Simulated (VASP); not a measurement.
# SnSe (I4/mmm) in VASP: single point with PBEsol

Aim: the single point of SnSe with PBEsol.

Program: VASP 6.6.1. These are calculated values, not measurements. Logs are shortened: lines on timing, memory, paths and dates and some standing lists are left out, and cuts for length are marked.

**1. The cell of the first run**

Symmetry: I4/mmm, No. 139, tetragonal system. The conventional cell has a = 4.257 Å, b = 4.257 Å, c = 5.719 Å, α = 90.00°, β = 90.00°, γ = 90.00°. Within 3.8 Å of Sn (site symmetry 4/mmm) lie 6 Se at 2.86 to 3.01 Å. Within 3.8 Å of Se (site symmetry 4/mmm) lie 6 Sn at 2.86 to 3.01 Å.

**2. Single point, PBEsol**

Contents of INCAR:

```
PREC     = Accurate       # precision mode
ENCUT    = 520            # plane-wave cutoff, eV
EDIFF    = 1E-6           # SCF threshold, eV
ISMEAR   = -1             # smearing method
SIGMA    = 0.05           # smearing width, eV
LREAL    = F              # projectors in reciprocal space
LASPH    = T              # aspherical terms in the spheres
NELM     = 60             # most SCF steps
ALGO     = Normal         # electronic algorithm
ISIF     = 2              # what is computed and relaxed
LWAVE    = F              # write WAVECAR
LCHARG   = T              # write CHGCAR
GGA      = PS             # functional
LELF     = T              # ELF
LVHAR    = T            
NBANDS   = 17             # bands
```

Contents of KPOINTS:

```
Automatic mesh
0
Gamma
  6 6 6
```

Contents of POSCAR:

```
SnSe
1.0
    0.0000000000      3.0100000000      2.8595000000
    3.0100000000      0.0000000000      2.8595000000
    3.0100000000      3.0100000000      0.0000000000
Sn Se
1 1
Direct
    0.0000000000      0.0000000000      0.0000000000
    0.5000000000      0.5000000000      0.5000000000
```

Potentials or basis: VASP PAW PBE potentials, release 64 (Sn_d, Se).

On the command line:

```
> cat potpaw_PBE.64/Sn_d/POTCAR potpaw_PBE.64/Se/POTCAR > POTCAR
> mpirun -np 1 vasp_std > vasp.out
```

OUTCAR:

```text
PREC = Accurate
   ENCUT = 520
   EDIFF = 1E-6
   ISMEAR = -1
   LREAL = F
   LASPH = T
   NELM = 60
   ISIF = 2
   GGA = PS

 ion  position               nearest neighbor table
   1  0.000  0.000  0.000-   2 2.86   2 2.86   2 3.01   2 3.01   2 3.01   2 3.01
   2  0.500  0.500  0.500-   1 2.86   1 2.86   1 3.01   1 3.01   1 3.01   1 3.01

  LATTYP: Found a body centered tetragonal cell.
 ALAT       =     4.2567828227
 C/A-ratio  =     1.3435028843

  Lattice vectors:

 A1 = (   0.0000000000,  -3.0100000000,  -2.8595000000)
 A2 = (   0.0000000000,   3.0100000000,  -2.8595000000)
 A3 = (   3.0100000000,   0.0000000000,   2.8595000000)

Analysis of symmetry for initial positions (statically):
=====================================================================
 Subroutine PRICEL returns:
 Original cell was already a primitive cell.

 Routine SETGRP: Setting up the symmetry group for a
 body centered tetragonal supercell.

 Subroutine GETGRP returns: Found 16 space group operations
 (whereof 16 operations were pure point group operations)
 out of a pool of 16 trial point group operations.

The static configuration has the point symmetry D_4h.

Analysis of symmetry for dynamics (positions and initial velocities):
=====================================================================
 Subroutine PRICEL returns:
 Original cell was already a primitive cell.

 Routine SETGRP: Setting up the symmetry group for a
 body centered tetragonal supercell.

 Subroutine GETGRP returns: Found 16 space group operations
 (whereof 16 operations were pure point group operations)
 out of a pool of 16 trial point group operations.

The dynamic configuration has the point symmetry D_4h.

 Subroutine INISYM returns: Found 16 space group operations
 (whereof 16 operations are pure point group operations),
 and found     1 'primitive' translations

----------------------------------------------------------------------------------------

                                     Primitive cell

  volume of cell :      51.8147

  direct lattice vectors                    reciprocal lattice vectors
     0.000000000  3.010000000  2.859500000    -0.166112957  0.166112957  0.174855744
[... 80 lines left out ...]
   ISPIN  =      1    spin polarized calculation?
   LNONCOLLINEAR =      F non collinear calculations
   LSORBIT =      F    spin-orbit coupling
   LASPH  =      T    aspherical Exc in radial PAW
   ENCUT  =  520.0 eV  38.22 Ry    6.18 a.u.   7.72  7.72  7.91*2*pi/ulx,y,z
   NELM   =     60;   NELMIN=  2; NELMDL= -5     # of ELM steps
   EDIFF  = 0.1E-05   stopping-criterion for ELM
   LREAL  =      F    real-space projection
   EDIFFG = 0.1E-04   stopping-criterion for IOM
   NSW    =      0    number of steps for IOM
   IBRION =     -1    ionic relax: 0-MD 1-quasi-New 2-CG
   NFREE  =      0    steps in history (QN), initial steepest desc. (CG)
   ISIF   =      2    stress and relaxation
   ISYM   =      2    0-nonsym 1-usesym 2-fastsym
   POTIM  = 0.5000    time-step for ionic-motion
   TEBEG  =    0.0;   TEEND  =   0.0 temperature during run
   PSTRESS=    0.0 pullay stress
   NELECT =      20.0000    total number of electrons
   NUPDOWN=      -1.0000    fix difference up-down
   EMIN   =  10.00;   EMAX   =-10.00  energy-range for DOS
   EFERMI =   0.00;   METHOD = LEGACY
   ISMEAR =    -1;   SIGMA  =   0.05  broadening in eV -4-tet -1-fermi 0-gaus
   EFERMI_NEDOS =   21; number of points for ismear=-14 and -15
   IALGO  =     38    algorithm
   IMIX   =      4    mixing-type and parameters
     AMIX     =   0.40;   BMIX     =  1.00
     AMIX_MAG =   1.60;   BMIX_MAG =  1.00
  volume/ion in A,a.u.               =      25.91       174.83
  Fermi-wavevector in a.u.,A,eV,Ry     =   1.191975  2.252506 19.331216  1.420804
  Thomas-Fermi vector in A             =   2.328024
   LORBIT       =      0    0 simple, 1 ext, 2 COOP (PROOUT), +10 PAW based schemes
   GGA     = PS    functional components
   LHFCALC =     F    Hartree Fock is set to
   AEXX    =    0.0000 exact exchange contribution
   IVDW    =     0    specifies the selected vdW correction
   LEPSILON=     F    determine dielectric tensor
   LRPA    =     F    only Hartree local field effects (RPA)
 non-spin polarized calculation
  energy-cutoff  :      520.00
  volume of cell :       51.81
 maximum number of plane-waves:      1410
   NGX = 15   NGY = 15   NGZ = 15

 number of electron      20.0000003 magnetization

 Free energy of the ion-electron system (eV)
  ---------------------------------------------------
  ext. energy  EPLUGINS =         0.00000000
  ---------------------------------------------------
  free energy    TOTEN  =        -8.96539707 eV

  energy without entropy =       -8.96539241  energy(sigma->0) =       -8.96539474

 E-fermi :   6.3449     XC(G=0): -10.0112

 val. band max:        5.8720088405   @ k =   0.5000   0.0000   0.0000
 cond. band min:       6.8294203479   @ k =   0.5000   0.0000   0.0000
 fundamental gap:      0.9574115074
 Fermi energy:         6.3448887893

 k-point     1 :       0.0000    0.0000    0.0000
  band No.  band energies     occupation
      1     -15.4757      2.00000
      2     -15.4716      2.00000
      3     -15.4613      2.00000
      4     -15.4611      2.00000
      5     -15.4611      2.00000
      6      -8.2435      2.00000
[... 457 lines left out ...]
      4     -15.4571      2.00000
      5     -15.4390      2.00000
      6      -7.0041      2.00000
[... 9 lines left out ...]
     16      17.3835      0.00000
     17      17.7158      0.00000

 [... further k-points ...]

------------------------ aborting loop because EDIFF is reached ----------------------------------------

  FORCE on cell =-STRESS in cart. coord.  units (eV):
  Direction    XX          YY          ZZ          XY          YZ          ZX
  --------------------------------------------------------------------------------------
  -------------------------------------------------------------------------------------
  Total       -0.5768551     -0.5768551      2.0013674      0.0000000      0.0000000      0.0000000
  in kB      -17.8370979    -17.8370979     61.8848450      0.0000000      0.0000000      0.0000000
  external PRESSURE =       8.7368831 kB  Pullay stress =       0.0000000 kB

 VOLUME and BASIS-vectors are now :
 -----------------------------------------------------------------------------
  energy-cutoff  :      520.00
  volume of cell :       51.81
      direct lattice vectors                 reciprocal lattice vectors
     0.000000000  3.010000000  2.859500000    -0.166112957  0.166112957  0.174855744
     3.010000000  0.000000000  2.859500000     0.166112957 -0.166112957  0.174855744
     3.010000000  3.010000000  0.000000000     0.166112957  0.166112957 -0.174855744

 POSITION                                       TOTAL-FORCE (eV/Angst)
 -----------------------------------------------------------------------------------
      0.00000      0.00000      0.00000         0.000000      0.000000      0.000000
      3.01000      3.01000      2.85950        -0.000000     -0.000000      0.000000
 -----------------------------------------------------------------------------------
    total drift:                                0.000000     -0.000000     -0.000000

  FREE ENERGIE OF THE ION-ELECTRON SYSTEM (eV)
  ---------------------------------------------------
  free  energy   TOTEN  =        -8.9653970741 eV

  energy  without entropy=       -8.9653924099  energy(sigma->0) =       -8.96539474
```

OSZICAR:

```text
N       E                     dE             d eps       ncg     rms          rms(c)
DAV:   1     0.133390890906E+03    0.13339E+03   -0.98758E+03  1039   0.146E+03
DAV:   2     0.365746385121E+01   -0.12973E+03   -0.12553E+03  1108   0.348E+02
DAV:   3    -0.879322458995E+01   -0.12451E+02   -0.12367E+02  1243   0.945E+01
DAV:   4    -0.910196743489E+01   -0.30874E+00   -0.30821E+00  1199   0.157E+01
DAV:   5    -0.911023170601E+01   -0.82643E-02   -0.82638E-02  1479   0.259E+00    0.341E+00
DAV:   6    -0.897076800044E+01    0.13946E+00   -0.31964E-01  1487   0.391E+00    0.208E+00
DAV:   7    -0.896572158791E+01    0.50464E-02   -0.62626E-02  1273   0.132E+00    0.904E-01
DAV:   8    -0.896547515980E+01    0.24643E-03   -0.60587E-03  1298   0.684E-01    0.699E-02
DAV:   9    -0.896538922541E+01    0.85934E-04   -0.91503E-04  1470   0.249E-01    0.403E-02
DAV:  10    -0.896539564143E+01   -0.64160E-05   -0.88785E-05  1279   0.673E-02    0.845E-03
DAV:  11    -0.896539707854E+01   -0.14371E-05   -0.75241E-06  1360   0.210E-02    0.273E-03
DAV:  12    -0.896539707407E+01    0.44674E-08   -0.28614E-07   723   0.723E-03
   1 F= -.89653971E+01 E0= -.89653947E+01  d E =-.466413E-05
```

stdout:

```text
POSCAR found type information on POSCAR SnSe
 POSCAR found :  2 types and       2 ions
 scaLAPACK will be used
 -----------------------------------------------------------------------------
|                                                                             |
|                                                                             |
|     You enforced a specific xc type in the INCAR file but a different       |
|     I HOPE YOU KNOW WHAT YOU ARE DOING!                                     |
|                                                                             |
 -----------------------------------------------------------------------------

 LDA part: xc-table for (Slater+PW92), standard interpolation
 POSCAR, INCAR and KPOINTS ok, starting setup
 FFT: planning ... GRIDC
 FFT: planning ... GRID_SOFT
 FFT: planning ... GRID
 WAVECAR not read
 entering main loop
```

It took 57 s on 1 thread of Intel Xeon 6975P-C, shared host; peak memory 0.16 GiB.

Results:

```yaml
Free_energy: -8.9654 eV
Pressure: 0.9 GPa
Band_gap_on_the_k_mesh: 0.96 eV, direct
```

Caveat: the PAW data sets were made with another functional, which shifts forces and pressure a little; spin-orbit coupling is left out, which moves the levels of the heavy elements. A k mesh can miss the band edges.
